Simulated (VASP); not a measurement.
# Al (I4/mmm) in VASP: further runs

Runs on Al. Level: PBEsol. Tasks: single point.

All numbers are computed with VASP 6.6.1; they aren't measurements. Logs are shortened: lines on timing, memory, paths and dates and some standing lists are left out, and cuts for length are marked.

### Step 1. The cell of the first run

Symmetry: I4/mmm, No. 139, tetragonal system. Conventional cell: a = 2.902 Å, b = 2.902 Å, c = 3.939 Å, α = 90.00°, β = 90.00°, γ = 90.00°. Al (site symmetry 4/mmm) has 12 Al at 2.84 to 2.90 Å within 3.7 Å.

### Step 2. Single point, PBEsol

Contents of INCAR:

```
SYSTEM = Al
  ALGO = Fast
  EDIFF = 1E-6
  ENCUT = 520
  GGA = PS
  ISIF = 2
  ISMEAR = 0
  LASPH = .TRUE.
  LCHARG = .TRUE.
  LELF = .TRUE.
  LREAL = .FALSE.
  LVHAR = .TRUE.
  LWAVE = .FALSE.
  NBANDS = 8
  NELM = 60
  PREC = Accurate
  SIGMA = 0.15
```

Contents of KPOINTS:

```
k-points
0
G
  22 22 22
  0 0 0
```

Contents of POSCAR:

```
Al
1.0
    0.0000000000      2.0517091992      1.9696408312
    2.0517091992      0.0000000000      1.9696408312
    2.0517091992      2.0517091992      0.0000000000
Al
1
Direct
    0.0000000000      0.0000000000      0.0000000000
```

Potentials or basis: VASP PAW PBE potentials, release 64 (Al).

On the command line:

```console
cat potpaw_PBE.64/Al/POTCAR > POTCAR
mpirun -np 1 vasp_std > vasp.out
```

OUTCAR:

```text
SYSTEM = Al
   EDIFF = 1E-6
   ENCUT = 520
   GGA = PS
   ISIF = 2
   ISMEAR = 0
   LASPH = .TRUE.
   LREAL = .FALSE.
   NELM = 60
   PREC = Accurate

 ion  position               nearest neighbor table
   1  0.000  0.000  0.000-

  LATTYP: Found a body centered tetragonal cell.
 ALAT       =     2.9015549756
 C/A-ratio  =     1.3576450199

  Lattice vectors:

 A1 = (   0.0000000000,  -2.0517091992,  -1.9696408312)
 A2 = (   0.0000000000,   2.0517091992,  -1.9696408312)
 A3 = (   2.0517091992,   0.0000000000,   1.9696408312)

Analysis of symmetry for initial positions (statically):
=====================================================================
 Subroutine PRICEL returns:
 Original cell was already a primitive cell.

 Routine SETGRP: Setting up the symmetry group for a
 body centered tetragonal supercell.

 Subroutine GETGRP returns: Found 16 space group operations
 (whereof 16 operations were pure point group operations)
 out of a pool of 16 trial point group operations.

The static configuration has the point symmetry D_4h.

Analysis of symmetry for dynamics (positions and initial velocities):
=====================================================================
 Subroutine PRICEL returns:
 Original cell was already a primitive cell.

 Routine SETGRP: Setting up the symmetry group for a
 body centered tetragonal supercell.

 Subroutine GETGRP returns: Found 16 space group operations
 (whereof 16 operations were pure point group operations)
 out of a pool of 16 trial point group operations.

The dynamic configuration has the point symmetry D_4h.

 Subroutine INISYM returns: Found 16 space group operations
 (whereof 16 operations are pure point group operations),
 and found     1 'primitive' translations

----------------------------------------------------------------------------------------

                                     Primitive cell

  volume of cell :      16.5824

  direct lattice vectors                    reciprocal lattice vectors
     0.000000000  2.051709199  1.969640831    -0.243699253  0.243699253  0.253853389
     2.051709199  0.000000000  1.969640831     0.243699253 -0.243699253  0.253853389
     2.051709199  2.051709199  0.000000000     0.243699253  0.243699253 -0.253853389

  length of vectors
     2.844115968  2.844115968  2.901554976     0.428042282  0.428042282  0.428042282

  position of ions in fractional coordinates (direct lattice)
     0.000000000  0.000000000  0.000000000

  ion indices of the primitive-cell ions
   primitive index   ion index
                 1           1

----------------------------------------------------------------------------------------

 KPOINTS: k-points

Automatic generation of k-mesh.
 Grid dimensions read from file:
 generate k-points for:   22   22   22

 Generating k-lattice:

  Cartesian coordinates                     Fractional coordinates (reciprocal lattice)
    -0.011077239  0.011077239  0.011538790     0.045454545  0.000000000  0.000000000
     0.011077239 -0.011077239  0.011538790     0.000000000  0.045454545  0.000000000
     0.011077239  0.011077239 -0.011538790     0.000000000  0.000000000  0.045454545

  Length of vectors
     0.019456467  0.019456467  0.019456467

  Shift w.r.t. Gamma in fractional coordinates (k-lattice)
     0.000000000  0.000000000  0.000000000

 Subroutine IBZKPT returns following result:
 ===========================================

 Found    834 irreducible k-points:

 Following reciprocal coordinates:
            Coordinates               Weight
  0.000000  0.000000  0.000000      1.000000
  0.045455  0.000000  0.000000      8.000000
  0.090909  0.000000  0.000000      8.000000
  0.136364  0.000000  0.000000      8.000000
  0.181818  0.000000  0.000000      8.000000
  0.227273 -0.000000  0.000000      8.000000
[... 16 lines left out ...]
  0.500000  0.045455  0.000000      8.000000
 -0.454545  0.045455  0.000000      8.000000
 [... further k-points ...]
   k-points           NKPTS =    834   k-points in BZ     NKDIM =    834   number of bands    NBANDS=      8
   number of dos      NEDOS =    301   number of ions     NIONS =      1
   total plane-waves  NPLWV =  13824
   dimension x,y,z NGX =    24 NGY =   24 NGZ =   24
   dimension x,y,z NGXF=    48 NGYF=   48 NGZF=   48
   ions per type =               1
   NGX,Y,Z   is equivalent  to a cutoff of  14.03, 14.03, 13.75 a.u.
   NGXF,Y,Z  is equivalent  to a cutoff of  28.06, 28.06, 27.50 a.u.
 SYSTEM =  Al
   PREC   = accura    normal or accurate (medium, high low for compatibility)
   ISTART =      0    job   : 0-new  1-cont  2-samecut
   ICHARG =      2    charge: 1-file 2-atom 10-const
   ISPIN  =      1    spin polarized calculation?
   LNONCOLLINEAR =      F non collinear calculations
   LSORBIT =      F    spin-orbit coupling
   LASPH  =      T    aspherical Exc in radial PAW
   ENCUT  =  520.0 eV  38.22 Ry    6.18 a.u.   5.29  5.29  5.39*2*pi/ulx,y,z
   NELM   =     60;   NELMIN=  2; NELMDL= -5     # of ELM steps
   EDIFF  = 0.1E-05   stopping-criterion for ELM
   LREAL  =      F    real-space projection
   EDIFFG = 0.1E-04   stopping-criterion for IOM
   NSW    =      0    number of steps for IOM
   IBRION =     -1    ionic relax: 0-MD 1-quasi-New 2-CG
   NFREE  =      0    steps in history (QN), initial steepest desc. (CG)
   ISIF   =      2    stress and relaxation
   ISYM   =      2    0-nonsym 1-usesym 2-fastsym
   POTIM  = 0.5000    time-step for ionic-motion
   TEBEG  =    0.0;   TEEND  =   0.0 temperature during run
   PSTRESS=    0.0 pullay stress
   NELECT =       3.0000    total number of electrons
   NUPDOWN=      -1.0000    fix difference up-down
   EMIN   =  10.00;   EMAX   =-10.00  energy-range for DOS
   EFERMI =   0.00;   METHOD = LEGACY
   ISMEAR =     0;   SIGMA  =   0.15  broadening in eV -4-tet -1-fermi 0-gaus
   EFERMI_NEDOS =   21; number of points for ismear=-14 and -15
   IALGO  =     68    algorithm
   IMIX   =      4    mixing-type and parameters
     AMIX     =   0.40;   BMIX     =  1.00
     AMIX_MAG =   1.60;   BMIX_MAG =  1.00
  volume/ion in A,a.u.               =      16.58       111.90
  Fermi-wavevector in a.u.,A,eV,Ry     =   0.925903  1.749704 11.664236  0.857297
  Thomas-Fermi vector in A             =   2.051808
   LORBIT       =      0    0 simple, 1 ext, 2 COOP (PROOUT), +10 PAW based schemes
   GGA     = PS    functional components
   LHFCALC =     F    Hartree Fock is set to
   AEXX    =    0.0000 exact exchange contribution
   IVDW    =     0    specifies the selected vdW correction
   LEPSILON=     F    determine dielectric tensor
   LRPA    =     F    only Hartree local field effects (RPA)
 non-spin polarized calculation
 RMM-DIIS sequential band-by-band and
 Gauss-broadening in eV      SIGMA  =   0.15
  energy-cutoff  :      520.00
  volume of cell :       16.58
 maximum number of plane-waves:       463
 NGX is ok and might be reduce to    24
   NGX = 11   NGY = 11   NGZ = 11

 number of electron       3.0000000 magnetization

 Free energy of the ion-electron system (eV)
  ---------------------------------------------------
  ext. energy  EPLUGINS =         0.00000000
  ---------------------------------------------------
  free energy    TOTEN  =        -4.08991592 eV

  energy without entropy =       -4.08562172  energy(sigma->0) =       -4.08776882

 E-fermi :   7.8951     XC(G=0): -10.2387

 val. band max:        7.8877480232   @ k =   0.3636   0.0455   0.0000
 cond. band min:       7.8980430097   @ k =  -0.3182   0.5000   0.1818
 fundamental gap:      0.0102949865
 Fermi energy:         7.8951047998

 k-point     1 :       0.0000    0.0000    0.0000
  band No.  band energies     occupation
      1      -3.1973      2.00000
      2      20.3433      0.00000
      3      20.3433      0.00000
      4      20.7743      0.00000
      5      21.8437      0.00000
      6      21.9743      0.00000
      7      21.9743      0.00000
      8      24.3716      0.00000

 k-point     2 :       0.0455    0.0000    0.0000
  band No.  band energies     occupation
      1      -3.1413      2.00000
      2      19.3229      0.00000
      3      20.1129      0.00000
      4      20.4244      0.00000
      5      22.1814      0.00000
      6      22.2871      0.00000
      7      22.4616      0.00000
      8      24.9649      0.00000

 k-point     3 :       0.0909    0.0000    0.0000
  band No.  band energies     occupation
      1      -2.9734      2.00000
      2      17.5628      0.00000
      3      19.6771      0.00000
      4      20.0043      0.00000
      5      22.6076      0.00000
      6      22.8736      0.00000
      7      22.9460      0.00000
      8      25.3877      0.00000

 k-point     4 :       0.1364    0.0000    0.0000
  band No.  band energies     occupation
      1      -2.6939      2.00000
      2      15.7315      0.00000
      3      19.2476      0.00000
      4      19.6242      0.00000
      5      22.5407      0.00000
      6      23.5090      0.00000
      7      23.6167      0.00000
      8      24.8021      0.00000

 k-point     5 :       0.1818    0.0000    0.0000
  band No.  band energies     occupation
      1      -2.3037      2.00000
      2      13.9265      0.00000
      3      18.8821      0.00000
      4      19.3176      0.00000
      5      22.4037      0.00000
      6      23.1220      0.00000
      7      24.0192      0.00000
      8      25.2520      0.00000
[... 177 lines left out ...]
 k-point    22 :       0.4545    0.0455    0.0000
  band No.  band energies     occupation
      1       2.0311      2.00000
      2       5.0944      2.00000
      3      17.5498      0.00000
      4      19.1595      0.00000
      5      19.3123      0.00000
      6      20.3131      0.00000
      7      23.7273      0.00000
      8      23.9191      0.00000

 k-point    23 :       0.5000    0.0455    0.0000
  band No.  band energies     occupation
      1       3.1188      2.00000
      2       3.8500      2.00000
      3      17.7898      0.00000
      4      18.8180      0.00000
      5      19.4344      0.00000
      6      19.9244      0.00000
      7      23.3664      0.00000
      8      24.2011      0.00000

 k-point    24 :      -0.4545    0.0455    0.0000
  band No.  band energies     occupation
      1       2.6688      2.00000
      2       4.3396      2.00000
      3      18.1239      0.00000
      4      18.4245      0.00000
      5      19.6298      0.00000
      6      19.7974      0.00000
      7      23.0037      0.00000
      8      24.6706      0.00000

 [... further k-points ...]

------------------------ aborting loop because EDIFF is reached ----------------------------------------

  FORCE on cell =-STRESS in cart. coord.  units (eV):
  Direction    XX          YY          ZZ          XY          YZ          ZX
  --------------------------------------------------------------------------------------
  -------------------------------------------------------------------------------------
  Total       -0.2575950     -0.2575950     -0.0276623      0.0000000      0.0000000     -0.0000000
  in kB      -24.8885404    -24.8885404     -2.6727007      0.0000000      0.0000000     -0.0000000
  external PRESSURE =     -17.4832605 kB  Pullay stress =       0.0000000 kB

 VOLUME and BASIS-vectors are now :
 -----------------------------------------------------------------------------
  energy-cutoff  :      520.00
  volume of cell :       16.58
      direct lattice vectors                 reciprocal lattice vectors
     0.000000000  2.051709199  1.969640831    -0.243699253  0.243699253  0.253853389
     2.051709199  0.000000000  1.969640831     0.243699253 -0.243699253  0.253853389
     2.051709199  2.051709199  0.000000000     0.243699253  0.243699253 -0.253853389

 POSITION                                       TOTAL-FORCE (eV/Angst)
 -----------------------------------------------------------------------------------
      0.00000      0.00000      0.00000         0.000000      0.000000      0.000000
 -----------------------------------------------------------------------------------
    total drift:                                0.000000     -0.000000     -0.000000

  FREE ENERGIE OF THE ION-ELECTRON SYSTEM (eV)
  ---------------------------------------------------
  free  energy   TOTEN  =        -4.0899159229 eV

  energy  without entropy=       -4.0856217215  energy(sigma->0) =       -4.08776882
```

Run time: 60 s. Hardware: 1 thread of Intel Xeon 6975P-C, shared host; peak memory 0.21 GiB.

Results:

| Quantity | Value |
| --- | --- |
| Free energy | -4.0899 eV |
| Pressure | -1.7 GPa |

Levels at points of the mesh, in eV from the Fermi level:
```tsv
k point	band 1	band 2	band 3	band 4
(0.00, 0.00, 0.00)	-11.09	12.45	12.45	12.88
(0.50, 0.00, 0.00)	-4.57	-4.36	10.86	10.97
(0.50, 0.50, 0.00)	-2.50	-1.04	4.95	5.08
(0.50, 0.00, 0.50)	-3.10	-1.88	5.43	5.70
```

Caveat: the PAW data sets were made with another functional, which shifts forces and pressure a little.

[end of part 1 of 2]
